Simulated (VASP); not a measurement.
PbSe:

```
CELL_PARAMETERS angstrom
0.00000 3.44879 3.44879
3.44879 0.00000 3.44879
3.44879 3.44879 0.00000
ATOMIC_POSITIONS crystal
Pb 0.00000 0.00000 0.00000
Se 0.25000 0.25000 0.25000
```

* Program: VASP 6.6.1
* Task: relaxation of cell and atoms
* Functional: LDA
* Potentials or basis: VASP PAW LDA potentials, release 64 (Pb_d, Se)
* Cutoff: 600 eV
* k mesh: 6 × 6 × 6
* Occupations: fermi-dirac, width 0.02 eV
* Spin: no spin polarisation

At the start: pressure -2.5 GPa; volume 41.02 Å³/atom.

Q: How do energy, volume and symmetry change on relaxing?

A: Over 3 steps the energy falls by 26.5 meV/atom and the volume is 37.86 Å³/atom (-7.7 %); space group F-43m (No. 216, to 0.1 Å) before and after.

The path:
```csv
step,energy change (eV),largest force (eV/Å),pressure (GPa),volume (Å³)
1,0.0000,0.0000,-2.51,82.04
2,-0.0510,0.0000,0.56,74.64
3,-0.0529,0.0000,0.00,75.73
```

Final structure:
```
CELL_PARAMETERS angstrom
0.00000 3.35794 3.35794
3.35794 0.00000 3.35794
3.35794 3.35794 0.00000
ATOMIC_POSITIONS crystal
Pb 0.00000 0.00000 0.00000
Se 0.25000 0.25000 0.25000
```

Caveat: the structure was generated, so it needn't be the stable form of PbSe.
